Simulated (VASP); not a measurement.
# GaN (Fm-3m) in VASP: a series of runs, part 2 of 2

VASP 6.6.1.

## 3. Single point, r2SCAN

This run uses another cell than the first one, of 10.47 Å³/atom, 1.024 times its volume.

File POSCAR:

```
GaN
1.0
    0.0000000000      2.1873343225      2.1873343225
    2.1873343225      0.0000000000      2.1873343225
    2.1873343225      2.1873343225      0.0000000000
Ga N
1 1
Direct
    0.0000000000      0.0000000000      0.0000000000
    0.5000000000      0.5000000000      0.5000000000
```

File INCAR.step1:

```
  ALGO = Normal
  EDIFF = 1E-4
  ENCUT = 520
  GGA = PE
  ISMEAR = 0
  LASPH = True
  LCHARG = False
  LREAL = False
  LWAVE = True
  NBANDS = 16
  NELM = 100
  PREC = Accurate
  SIGMA = 0.01
```

File INCAR.step2:

```
  ALGO = Normal
  EDIFF = 1E-6
  ENCUT = 520
  ISIF = 2
  ISMEAR = 0
  ISTART = 1
  LASPH = True
  LCHARG = True
  LELF = True
  LMIXTAU = True
  LREAL = False
  LVHAR = True
  LWAVE = False
  METAGGA = R2SCAN
  NBANDS = 16
  NELM = 100
  PREC = Accurate
  SIGMA = 0.01
```

File KPOINTS:

```
k-points
0
Gamma
  8 8 8
```

Potentials or basis: VASP PAW PBE potentials, release 64 (Ga_d, N).

Launch:

```bash
$ cat potpaw_PBE.64/Ga_d/POTCAR potpaw_PBE.64/N/POTCAR > POTCAR
$ cp INCAR.step1 INCAR
$ mpirun -np 1 vasp_std > vasp.out
$ cp INCAR.step2 INCAR
$ mpirun -np 1 vasp_std > vasp.out
```

OUTCAR:

```text
EDIFF = 1E-6
   ENCUT = 520
   ISIF = 2
   ISMEAR = 0
   ISTART = 1
   LASPH = True
   LREAL = False
   METAGGA = R2SCAN
   NELM = 100
   PREC = Accurate

 ion  position               nearest neighbor table
   1  0.000  0.000  0.000-   2 2.19   2 2.19   2 2.19   2 2.19   2 2.19   2 2.19
   2  0.500  0.500  0.500-   1 2.19   1 2.19   1 2.19   1 2.19   1 2.19   1 2.19

  LATTYP: Found a face centered cubic cell.
 ALAT       =     4.3746686450

  Lattice vectors:

 A1 = (   0.0000000000,   2.1873343225,   2.1873343225)
 A2 = (   2.1873343225,   0.0000000000,   2.1873343225)
 A3 = (   2.1873343225,   2.1873343225,   0.0000000000)

Analysis of symmetry for initial positions (statically):
=====================================================================
 Subroutine PRICEL returns:
 Original cell was already a primitive cell.

 Routine SETGRP: Setting up the symmetry group for a
 face centered cubic supercell.

 Subroutine GETGRP returns: Found 48 space group operations
 (whereof 48 operations were pure point group operations)
 out of a pool of 48 trial point group operations.

The static configuration has the point symmetry O_h .

Analysis of symmetry for dynamics (positions and initial velocities):
=====================================================================
 Subroutine PRICEL returns:
 Original cell was already a primitive cell.

 Routine SETGRP: Setting up the symmetry group for a
 face centered cubic supercell.

 Subroutine GETGRP returns: Found 48 space group operations
 (whereof 48 operations were pure point group operations)
 out of a pool of 48 trial point group operations.

The dynamic configuration has the point symmetry O_h .

 Subroutine INISYM returns: Found 48 space group operations
 (whereof 48 operations are pure point group operations),
 and found     1 'primitive' translations

----------------------------------------------------------------------------------------

                                     Primitive cell

  volume of cell :      20.9303

  direct lattice vectors                    reciprocal lattice vectors
     0.000000000  2.187334322  2.187334322    -0.228588741  0.228588741  0.228588741
     2.187334322  0.000000000  2.187334322     0.228588741 -0.228588741  0.228588741
     2.187334322  2.187334322  0.000000000     0.228588741  0.228588741 -0.228588741

  length of vectors
     3.093357864  3.093357864  3.093357864     0.395927314  0.395927314  0.395927314

  position of ions in fractional coordinates (direct lattice)
     0.000000000  0.000000000  0.000000000
     0.500000000  0.500000000  0.500000000

  ion indices of the primitive-cell ions
   primitive index   ion index
                 1           1
                 2           2

----------------------------------------------------------------------------------------

 KPOINTS: k-points

Automatic generation of k-mesh.
 Grid dimensions read from file:
 generate k-points for:    8    8    8

 Generating k-lattice:

  Cartesian coordinates                     Fractional coordinates (reciprocal lattice)
    -0.028573593  0.028573593  0.028573593     0.125000000  0.000000000  0.000000000
     0.028573593 -0.028573593  0.028573593     0.000000000  0.125000000  0.000000000
     0.028573593  0.028573593 -0.028573593     0.000000000  0.000000000  0.125000000

  Length of vectors
     0.049490914  0.049490914  0.049490914

  Shift w.r.t. Gamma in fractional coordinates (k-lattice)
     0.000000000  0.000000000  0.000000000

 Subroutine IBZKPT returns following result:
 ===========================================

 Found     29 irreducible k-points:

 Following reciprocal coordinates:
            Coordinates               Weight
  0.000000  0.000000  0.000000      1.000000
  0.125000  0.000000  0.000000      8.000000
  0.250000  0.000000  0.000000      8.000000
  0.375000  0.000000  0.000000      8.000000
  0.500000  0.000000  0.000000      4.000000
  0.125000  0.125000  0.000000      6.000000
[... 16 lines left out ...]
  0.500000  0.250000  0.125000     48.000000
 -0.375000  0.250000  0.125000     24.000000
 [... further k-points ...]
   k-points           NKPTS =     29   k-points in BZ     NKDIM =     29   number of bands    NBANDS=     16
   number of dos      NEDOS =    301   number of ions     NIONS =      2
   total plane-waves  NPLWV =  13824
   dimension x,y,z NGX =    24 NGY =   24 NGZ =   24
   dimension x,y,z NGXF=    48 NGYF=   48 NGZF=   48
   ions per type =               1   1
   NGX,Y,Z   is equivalent  to a cutoff of  12.90, 12.90, 12.90 a.u.
   NGXF,Y,Z  is equivalent  to a cutoff of  25.80, 25.80, 25.80 a.u.
 SYSTEM =  unknown system
   PREC   = accura    normal or accurate (medium, high low for compatibility)
   ISTART =      1    job   : 0-new  1-cont  2-samecut
   ICHARG =      0    charge: 1-file 2-atom 10-const
   ISPIN  =      1    spin polarized calculation?
   LNONCOLLINEAR =      F non collinear calculations
   LSORBIT =      F    spin-orbit coupling
   LASPH  =      T    aspherical Exc in radial PAW
   ENCUT  =  520.0 eV  38.22 Ry    6.18 a.u.   5.75  5.75  5.75*2*pi/ulx,y,z
   NELM   =    100;   NELMIN=  2; NELMDL=  0     # of ELM steps
   EDIFF  = 0.1E-05   stopping-criterion for ELM
   LREAL  =      F    real-space projection
   EDIFFG = 0.1E-04   stopping-criterion for IOM
   NSW    =      0    number of steps for IOM
   IBRION =     -1    ionic relax: 0-MD 1-quasi-New 2-CG
   NFREE  =      0    steps in history (QN), initial steepest desc. (CG)
   ISIF   =      2    stress and relaxation
   ISYM   =      2    0-nonsym 1-usesym 2-fastsym
   POTIM  = 0.5000    time-step for ionic-motion
   TEBEG  =    0.0;   TEEND  =   0.0 temperature during run
   PSTRESS=    0.0 pullay stress
   NELECT =      18.0000    total number of electrons
   NUPDOWN=      -1.0000    fix difference up-down
   EMIN   =  10.00;   EMAX   =-10.00  energy-range for DOS
   EFERMI =   0.00;   METHOD = LEGACY
   ISMEAR =     0;   SIGMA  =   0.01  broadening in eV -4-tet -1-fermi 0-gaus
   EFERMI_NEDOS =   21; number of points for ismear=-14 and -15
   IALGO  =     38    algorithm
   IMIX   =      4    mixing-type and parameters
     AMIX     =   0.40;   BMIX     =  1.00
     AMIX_MAG =   1.60;   BMIX_MAG =  1.00
  volume/ion in A,a.u.               =      10.47        70.62
  Fermi-wavevector in a.u.,A,eV,Ry     =   1.556828  2.941977 32.976603  2.423712
  Thomas-Fermi vector in A             =   2.660567
   LORBIT       =      0    0 simple, 1 ext, 2 COOP (PROOUT), +10 PAW based schemes
   METAGGA = R2SCAN    functional components
   LHFCALC =     F    Hartree Fock is set to
   AEXX    =    0.0000 exact exchange contribution
   IVDW    =     0    specifies the selected vdW correction
   LEPSILON=     F    determine dielectric tensor
   LRPA    =     F    only Hartree local field effects (RPA)
 non-spin polarized calculation
 Gauss-broadening in eV      SIGMA  =   0.01
  energy-cutoff  :      520.00
  volume of cell :       20.93
 maximum number of plane-waves:       588
   NGX = 11   NGY = 11   NGZ = 11

 number of electron      17.9999992 magnetization

 Free energy of the ion-electron system (eV)
  ---------------------------------------------------
  ext. energy  EPLUGINS =         0.00000000
  ---------------------------------------------------
  free energy    TOTEN  =       -20.82943799 eV

  energy without entropy =      -20.82943799  energy(sigma->0) =      -20.82943799

 E-fermi :   6.4931     XC(G=0): -13.5220

 val. band max:        6.4226866872   @ k =  -0.2500   0.1250   0.0000
 cond. band min:       6.8726521544   @ k =   0.5000   0.5000   0.0000
 fundamental gap:      0.4499654672
 Fermi energy:         6.4931239690

 k-point     1 :       0.0000    0.0000    0.0000
  band No.  band energies     occupation
      1     -10.6472      2.00000
      2      -8.0418      2.00000
      3      -8.0418      2.00000
      4      -8.0418      2.00000
      5      -7.9905      2.00000
      6      -7.9905      2.00000
[... 8 lines left out ...]
     15      21.8389      0.00000
     16      21.8389      0.00000
[... 419 lines left out ...]
 k-point    24 :      -0.3750    0.2500    0.1250
  band No.  band energies     occupation
      1      -8.9690      2.00000
      2      -8.1177      2.00000
      3      -8.0592      2.00000
      4      -7.9933      2.00000
      5      -7.8745      2.00000
      6      -6.5912      2.00000
[... 8 lines left out ...]
     15      25.2276      0.00000
     16      29.8784      0.00000

 [... further k-points ...]
[... 5 lines left out ...]
  --------------------------------------------------------------------------------------
  -------------------------------------------------------------------------------------
  Total       -2.6662514     -2.6662514     -2.6662514      0.0000000      0.0000000      0.0000000
  in kB     -204.0967949   -204.0967949   -204.0967949      0.0000000      0.0000000      0.0000000
  external PRESSURE =    -204.0967949 kB  Pullay stress =       0.0000000 kB

 VOLUME and BASIS-vectors are now :
 -----------------------------------------------------------------------------
  energy-cutoff  :      520.00
  volume of cell :       20.93
      direct lattice vectors                 reciprocal lattice vectors
     0.000000000  2.187334322  2.187334322    -0.228588741  0.228588741  0.228588741
     2.187334322  0.000000000  2.187334322     0.228588741 -0.228588741  0.228588741
     2.187334322  2.187334322  0.000000000     0.228588741  0.228588741 -0.228588741

 POSITION                                       TOTAL-FORCE (eV/Angst)
 -----------------------------------------------------------------------------------
      0.00000      0.00000      0.00000         0.000000     -0.000000     -0.000000
      2.18733      2.18733      2.18733        -0.000000      0.000000      0.000000
 -----------------------------------------------------------------------------------
    total drift:                                0.000000     -0.000000     -0.000000

  FREE ENERGIE OF THE ION-ELECTRON SYSTEM (eV)
  ---------------------------------------------------
  free  energy   TOTEN  =       -20.8294379936 eV

  energy  without entropy=      -20.8294379936  energy(sigma->0) =      -20.82943799
```

Run time: 17 s. Hardware: 1 thread of Intel Xeon 6975P-C (Granite Rapids), shared host; peak memory 0.14 GiB.

Results:

```yaml
Free_energy: -20.8294 eV
Pressure: -20.4 GPa
Band_gap_on_the_k_mesh: 0.45 eV, indirect (least direct gap 2.03 eV)
```

Levels at points of the mesh, in eV from the valence-band top:
| k point | band 5 | band 6 | band 7 | band 8 | band 9 | band 10 | band 11 | band 12 | band 13 | band 14 |
| --- | --- | --- | --- | --- | --- | --- | --- | --- | --- | --- |
| (0.00, 0.00, 0.00) | -14.41 | -14.41 | -0.40 | -0.40 | -0.40 | 1.62 | 14.86 | 14.86 | 14.86 | 15.42 |
| (0.50, 0.00, 0.00) | -14.30 | -14.30 | -7.79 | -0.16 | -0.16 | 4.91 | 8.94 | 9.19 | 9.19 | 16.48 |
| (0.50, 0.50, 0.00) | -14.26 | -11.80 | -6.44 | -2.74 | -2.74 | 0.45 | 8.38 | 11.98 | 14.29 | 14.29 |

Caveat: the PAW data sets were made with another functional, which shifts forces and pressure a little.

## 4. Single point, r2SCAN

This run uses another cell than the first one, of 10.71 Å³/atom, 1.048 times its volume.

File POSCAR:

```
GaN
1.0
    0.0000000000      2.2041606323      2.2041606323
    2.2041606323      0.0000000000      2.2041606323
    2.2041606323      2.2041606323      0.0000000000
Ga N
1 1
Direct
    0.0000000000      0.0000000000      0.0000000000
    0.5000000000      0.5000000000      0.5000000000
```

File INCAR.step1:

```
SYSTEM = GaN
PREC = Accurate
ENCUT = 520
ISMEAR = 0
SIGMA = 0.01
LREAL = .False.
LASPH = .True.
NELM = 80
NBANDS = 16
GGA = PE
ALGO = Normal
EDIFF = 1E-4
LWAVE = .True.
LCHARG = .False.
```

File INCAR.step2:

```
SYSTEM = GaN
PREC = Accurate
ENCUT = 520
EDIFF = 1E-6
ISMEAR = 0
SIGMA = 0.01
LREAL = .False.
LASPH = .True.
NELM = 80
ALGO = Normal
ISIF = 2
LWAVE = .False.
LCHARG = .True.
METAGGA = R2SCAN
LMIXTAU = .True.
LELF = .True.
LVHAR = .True.
NBANDS = 16
ISTART = 1
```

File KPOINTS:

```
Automatic mesh
0
Gamma
  8 8 8
  0 0 0
```

Launch:

```bash
$ cat potpaw_PBE.64/Ga_d/POTCAR potpaw_PBE.64/N/POTCAR > POTCAR
$ cp INCAR.step1 INCAR
$ mpirun -np 1 vasp_std > vasp.out
$ cp INCAR.step2 INCAR
$ mpirun -np 1 vasp_std > vasp.out
```

It took 15 s on 1 thread of Intel Xeon 6975P-C (Granite Rapids), shared host; peak memory 0.14 GiB.

Results (log left out):

```
Free energy            : -20.7627 eV
Pressure               : -23.4 GPa
Band gap on the k mesh : 0.31 eV, indirect (least direct gap 1.76 eV)
```

Levels at points of the mesh, in eV from the valence-band top:
```
           k point  band 7  band 8  band 9  band 10  band 11  band 12
(0.00, 0.00, 0.00)   -0.38   -0.38   -0.38     1.38    14.73    14.73
(0.50, 0.00, 0.00)   -7.67   -0.16   -0.16     4.80     8.64     9.05
(0.50, 0.50, 0.00)   -6.28   -2.66   -2.66     0.31     8.35    11.75
```

Caveat: the PAW data sets were made with another functional, which shifts forces and pressure a little. A k mesh can miss the band edges.

## 5. The runs side by side

```csv
cell,gap on the mesh (eV),pressure (GPa)
"a = 3.069 Å, angles 60.0°, 2 atoms",0.60,-16.8
"a = 3.093 Å, angles 60.0°, 2 atoms",0.45,-20.4
"a = 3.117 Å, angles 60.0°, 2 atoms",0.31,-23.4
```

Alike in all rows: task single point; level r2SCAN; potentials or basis VASP PAW PBE potentials, release 64 (Ga_d, N); no spin polarisation; k mesh 8 × 8 × 8; cutoff (eV) 520; smearing gaussian 0.01 eV.

Caveats: the PAW data sets were made with another functional, which shifts forces and pressure a little.

Absolute energies hang on the potentials; compare differences alone.
